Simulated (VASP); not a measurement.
Crystal: BeCu2GeSe4.

```xyz
8
Lattice="-2.7517 2.7517 5.3496 2.7517 -2.7517 5.3496 2.7517 2.7517 -5.3496" Properties=species:S:1:pos:R:3 pbc="T T T"
Cu    0.0000    0.0000    0.0000
Cu    0.0000    2.7517    2.6748
Be    2.7517    0.0000    2.6748
Ge    0.0000    0.0000    5.3496
Se    4.1939    1.4395   -1.4086
Se    1.4395    1.3095    1.4086
Se   -1.4422    1.3122    3.9410
Se    1.3122    1.4422    6.7583
```

Base run:

* Program: VASP 6.6.1
* Functional: PBE
* Potentials or basis: VASP PAW PBE potentials, release 64 (Cu, Be, Ge_d, Se)
* Cutoff: 520 eV
* k mesh: 6 × 6 × 6
* Occupations: gaussian, width 0.01 eV
* Spin: no spin polarisation

Its results: band gap on the k mesh 0.42 eV (least direct gap 0.43 eV); pressure 2.3 GPa; largest force 0.227 eV/Å.

**Question.** The run is repeated on the same cell with these changes: functional from PBE to r2SCAN; further incar settings from ALGO = Normal; EDIFF = 1e-06; NBANDS = 41 to ALGO = Normal; EDIFF = 1e-07; NBANDS = 41. What comes out?

**Answer.** Band gap on the k mesh 0.62 eV (least direct gap 0.71 eV); pressure 0.1 GPa; largest force 0.006 eV/Å.

Caveats: semilocal functionals underestimate gaps, and a narrow one can read as zero; the PAW data sets were made with another functional, which shifts forces and pressure a little (at least some runs).

A k mesh can miss the band edges.
